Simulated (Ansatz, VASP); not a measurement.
## One calculation of SiC, two programs

```
CELL_PARAMETERS angstrom
0.00000 2.17805 2.13449
2.17805 0.00000 2.13449
2.17805 2.17805 0.00000
ATOMIC_POSITIONS crystal
Si 0.00000 0.00000 0.00000
C 0.25000 0.25000 0.25000
```

Change from the starting cell: uniaxial_z strain -2.0%.

Alike in both runs: task single point; functional PBE; k mesh 10 × 10 × 10; occupations fermi-dirac, width 0.02 eV; no spin polarisation.

```csv
,VASP,Ansatz
version,VASP 6.6.1,Ansatz 0.2.0
potentials or method,"VASP PAW PBE potentials, release 64 (Si, C)","plane waves, PAW"
plane-wave cutoff (eV),520,420
valence electrons in the cell,8,8
```

VASP gave:

| Quantity | Value |
| --- | --- |
| gap on the k mesh at the Fermi level (eV) | 1.13 |
| pressure (GPa) | 8.2 |
| traceless stress, the component that is largest in VASP (GPa) | 3.32 |

**Question.** Estimate Ansatz's values.

**Answer.** gap on the k mesh at the Fermi level (eV): 1.13; pressure (GPa): 8.3; traceless stress, the component that is largest in VASP (GPa): 3.31.

The functional is the same, so the differences come from potentials, cutoffs and numerics.
